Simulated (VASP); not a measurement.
# TaN (I4/mmm) in VASP: notebook, part 2 of 2

VASP 6.6.1. Earlier steps stand in the parts before.

### 3 Single point, PBEsol (strain +0.050 along x and y, -0.050 along z)

Contents of INCAR:

```
PREC = Accurate
ENCUT = 520
EDIFF = 1E-7
ISMEAR = 0
SIGMA = 0.15
LREAL = F
LASPH = T
NELM = 100
ALGO = Normal
ISIF = 2
LWAVE = F
LCHARG = F
GGA = PS
NBANDS = 15
```

Contents of KPOINTS:

```
regular mesh
0
Gamma
  18 18 18
```

Contents of POSCAR:

```
TaN
1.0
    0.0000000000      2.2879500000      2.0700500000
    2.2879500000      0.0000000000      2.0700500000
    2.2879500000      2.2879500000      0.0000000000
Ta N
1 1
Direct
    0.5000000000      0.5000000000      0.5000000000
    0.0000000000      0.0000000000      0.0000000000
```

Potentials or basis: VASP PAW PBE potentials, release 64 (Ta_pv, N).

Command:

```console
> cat potpaw_PBE.64/Ta_pv/POTCAR potpaw_PBE.64/N/POTCAR > POTCAR
> mpirun -np 1 vasp_std > vasp.out
```

OUTCAR:

```text
PREC = Accurate
   ENCUT = 520
   EDIFF = 1E-7
   ISMEAR = 0
   LREAL = F
   LASPH = T
   NELM = 100
   ISIF = 2
   GGA = PS

 ion  position               nearest neighbor table
   1  0.500  0.500  0.500-   2 2.07   2 2.07   2 2.29   2 2.29   2 2.29   2 2.29
   2  0.000  0.000  0.000-   1 2.07   1 2.07   1 2.29   1 2.29   1 2.29   1 2.29

  LATTYP: Found a body centered tetragonal cell.
 ALAT       =     3.2356499200
 C/A-ratio  =     1.2795265564

  Lattice vectors:

 A1 = (   0.0000000000,  -2.2879500000,  -2.0700500000)
 A2 = (   0.0000000000,   2.2879500000,  -2.0700500000)
 A3 = (   2.2879500000,   0.0000000000,   2.0700500000)

Analysis of symmetry for initial positions (statically):
=====================================================================
 Subroutine PRICEL returns:
 Original cell was already a primitive cell.

 Routine SETGRP: Setting up the symmetry group for a
 body centered tetragonal supercell.

 Subroutine GETGRP returns: Found 16 space group operations
 (whereof 16 operations were pure point group operations)
 out of a pool of 16 trial point group operations.

The static configuration has the point symmetry D_4h.

Analysis of symmetry for dynamics (positions and initial velocities):
=====================================================================
 Subroutine PRICEL returns:
 Original cell was already a primitive cell.

 Routine SETGRP: Setting up the symmetry group for a
 body centered tetragonal supercell.

 Subroutine GETGRP returns: Found 16 space group operations
 (whereof 16 operations were pure point group operations)
 out of a pool of 16 trial point group operations.

The dynamic configuration has the point symmetry D_4h.

 Subroutine INISYM returns: Found 16 space group operations
 (whereof 16 operations are pure point group operations),
 and found     1 'primitive' translations

----------------------------------------------------------------------------------------

[... 116 lines left out ...]
   LORBIT       =      0    0 simple, 1 ext, 2 COOP (PROOUT), +10 PAW based schemes
   GGA     = PS    functional components
   LHFCALC =     F    Hartree Fock is set to
   AEXX    =    0.0000 exact exchange contribution
   IVDW    =     0    specifies the selected vdW correction
   LEPSILON=     F    determine dielectric tensor
   LRPA    =     F    only Hartree local field effects (RPA)
 non-spin polarized calculation
 Gauss-broadening in eV      SIGMA  =   0.15
  energy-cutoff  :      520.00
  volume of cell :       21.67
 maximum number of plane-waves:       595
   NGX = 11   NGY = 11   NGZ = 13

 number of electron      16.0000003 magnetization

 Free energy of the ion-electron system (eV)
  ---------------------------------------------------
  ext. energy  EPLUGINS =         0.00000000
  ---------------------------------------------------
  free energy    TOTEN  =       -22.92878802 eV

  energy without entropy =      -22.91892602  energy(sigma->0) =      -22.92385702

 E-fermi :   9.1174     XC(G=0): -13.4672

 val. band max:        9.1158317067   @ k =   0.2778   0.1111   0.0556
 cond. band min:       9.1225986131   @ k =  -0.3333   0.1111   0.0556
 fundamental gap:      0.0067669064
 Fermi energy:         9.1173933213

 k-point     1 :       0.0000    0.0000    0.0000
  band No.  band energies     occupation
      1     -26.5438      2.00000
      2     -26.5438      2.00000
      3     -26.5294      2.00000
      4      -9.5398      2.00000
      5       5.2530      2.00000
      6       5.2530      2.00000
      7       5.7628      2.00000
      8       6.7733      2.00000
      9       6.7733      2.00000
     10       7.9162      2.00000
     11       8.2786      2.00000
     12       8.5025      2.00000
     13      12.3760      0.00000
     14      18.6483      0.00000
[... 401 lines left out ...]
      2     -26.6005      2.00000
      3     -26.5765      2.00000
      4      -8.3848      2.00000
      5       1.6628      2.00000
      6       2.8340      2.00000
      7       3.6186      2.00000
      8       8.0774      2.00000
      9       8.2402      2.00000
     10       9.4644      0.00107
     11      12.1898      0.00000
     12      12.4148      0.00000
     13      14.3899      0.00000
     14      21.3124      0.00000
     15      21.5796      0.00000

 [... further k-points ...]
[... 5 lines left out ...]
  --------------------------------------------------------------------------------------
  -------------------------------------------------------------------------------------
  Total       -2.9696062     -2.9696062      5.2526208      0.0000000     -0.0000000      0.0000000
  in kB     -219.5358987   -219.5358987    388.3137287      0.0000000     -0.0000000      0.0000000
  external PRESSURE =     -16.9193562 kB  Pullay stress =       0.0000000 kB

 VOLUME and BASIS-vectors are now :
 -----------------------------------------------------------------------------
  energy-cutoff  :      520.00
  volume of cell :       21.67
      direct lattice vectors                 reciprocal lattice vectors
     0.000000000  2.287950000  2.070050000    -0.218536244  0.218536244  0.241540059
     2.287950000  0.000000000  2.070050000     0.218536244 -0.218536244  0.241540059
     2.287950000  2.287950000  0.000000000     0.218536244  0.218536244 -0.241540059

 POSITION                                       TOTAL-FORCE (eV/Angst)
 -----------------------------------------------------------------------------------
      2.28795      2.28795      2.07005        -0.000000      0.000000     -0.000000
      0.00000      0.00000      0.00000         0.000000     -0.000000      0.000000
 -----------------------------------------------------------------------------------
    total drift:                                0.000000     -0.000000      0.000000

  FREE ENERGIE OF THE ION-ELECTRON SYSTEM (eV)
  ---------------------------------------------------
  free  energy   TOTEN  =       -22.9287880163 eV

  energy  without entropy=      -22.9189260233  energy(sigma->0) =      -22.92385702
```

OSZICAR:

```text
N       E                     dE             d eps       ncg     rms          rms(c)
DAV:   1     0.884800724104E+02    0.88480E+02   -0.87907E+03 14423   0.113E+03
DAV:   2    -0.229633992895E+02   -0.11144E+03   -0.10491E+03 17767   0.301E+02
DAV:   3    -0.257628145146E+02   -0.27994E+01   -0.27802E+01 16199   0.445E+01
DAV:   4    -0.257741333438E+02   -0.11319E-01   -0.11314E-01 18693   0.301E+00
DAV:   5    -0.257742066599E+02   -0.73316E-04   -0.73316E-04 16305   0.216E-01    0.243E+01
DAV:   6    -0.230515743911E+02    0.27226E+01   -0.54090E+00 17654   0.253E+01    0.101E+01
DAV:   7    -0.229701854773E+02    0.81389E-01   -0.53474E-01 16913   0.603E+00    0.705E+00
DAV:   8    -0.229353656536E+02    0.34820E-01   -0.15642E-01 17368   0.327E+00    0.151E+00
DAV:   9    -0.229289335387E+02    0.64321E-02   -0.17808E-02 16416   0.108E+00    0.324E-01
DAV:  10    -0.229288116550E+02    0.12188E-03   -0.11942E-03 17830   0.367E-01    0.319E-02
DAV:  11    -0.229287898110E+02    0.21844E-04   -0.61124E-05 16290   0.949E-02    0.254E-02
DAV:  12    -0.229287880199E+02    0.17910E-05   -0.61202E-06 17501   0.241E-02    0.245E-03
DAV:  13    -0.229287880163E+02    0.36000E-08   -0.45373E-07 16338   0.534E-03
   1 F= -.22928788E+02 E0= -.22923857E+02  d E =-.986199E-02
```

Wall time 65 s (1 thread of AMD EPYC 9R45 (Zen 5), shared host); peak memory 0.24 GiB.

Results:

| Item | Value |
| --- | --- |
| Free energy | -22.9288 eV |
| Pressure | -1.7 GPa |
| Band gap on the k mesh | zero (band 8 reaches 10.67 eV, above the bottom of band 9 at 6.77 eV) |

Stress tensor (GPa, compression positive):
```
-21.95   0.00   0.00
  0.00 -21.95   0.00
  0.00   0.00  38.83
```

Caveat: the cell differs from its parent crystal (strain +0.050 along x and y, -0.050 along z); the PAW data sets were made with another functional, which shifts forces and pressure a little; spin-orbit coupling is left out, which moves the levels of the heavy elements.
